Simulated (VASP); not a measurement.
ZnIr, 2 atoms in the cell. It takes space group P-6m2 (No. 187, hexagonal). Conventional cell: a = 2.777 Å, b = 2.777 Å, c = 4.164 Å, α = 90.00°, β = 90.00°, γ = 120.00°. Zn (site symmetry -6m2) has 6 Ir at 2.63 Å and 6 Zn at 2.78 Å within 3.5 Å. Ir (site symmetry -6m2) has 6 Zn at 2.63 Å and 6 Ir at 2.78 Å within 3.5 Å. 

```yaml
Program: VASP 6.6.1
Task: single point
Functional: PBEsol
Potentials_or_basis: VASP PAW PBE potentials, release 64 (Zn, Ir)
Cutoff: 500 eV
k_mesh: 6 × 6 × 4
Occupations: methfessel-paxton, width 0.1 eV
Spin: no spin polarisation
Dipole_correction: no
Further_INCAR_settings: ALGO = Normal; EDIFF = 1e-06; NBANDS = 18
```

Potentials or basis: VASP PAW PBE potentials, release 64 (Zn, Ir).

Run with:

```bash
$ cat potpaw_PBE.64/Zn/POTCAR potpaw_PBE.64/Ir/POTCAR > POTCAR
$ mpirun -np 1 vasp_std > vasp.out
```

Hardware: 1 thread of Intel Xeon 8259CL, with other jobs on the host.

Estimate the wall time of this run.

Run time: 15 s on 1 thread of Intel Xeon 8259CL, with other jobs on the host, peak memory 0.14 GiB. Counts: scf iterations 12, k points 21.
